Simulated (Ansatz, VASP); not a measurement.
**One calculation of Li2Se, two programs**

```
Se Li
1.0
     0.00000    2.94121    2.94121
     2.94121    0.00000    2.94121
     2.94121    2.94121    0.00000
Se Li
1 2
Direct
  0.00000 0.00000 0.00000
  0.75000 0.75000 0.75000
  0.25000 0.25000 0.25000
```

Alike in both runs: task single point; functional LDA; k mesh 7 × 7 × 7; occupations fermi-dirac, width 0.05 eV; no spin polarisation.

|  | VASP | Ansatz |
| --- | --- | --- |
| version | VASP 6.6.1 | Ansatz 0.2.0 |
| potentials or method | VASP PAW LDA potentials, release 64 (Se, Li_sv) | Ansatz PAW |
| plane-wave cutoff (eV) | 750 | 420 |
| valence electrons in the cell | 12 | 22 |

```csv
,VASP,Ansatz,Ansatz less VASP
gap on the k mesh at the Fermi level (eV),2.90,2.90,+0.005
least direct gap on the mesh (eV),3.47,3.46,-0.017
pressure (GPa),-0.6,-0.6,+0.01
```

LDA's correlation is that of Perdew and Zunger in VASP and of Perdew and Wang (1992) in Ansatz. VASP's potentials hold 12 valence electrons a cell and Ansatz's 22, so a difference there can come from the potentials and not from the codes.

Noted on Ansatz's run: odd divisions of the mesh miss points on the zone boundary, where band edges often lie, so the gap on the mesh can be too wide.
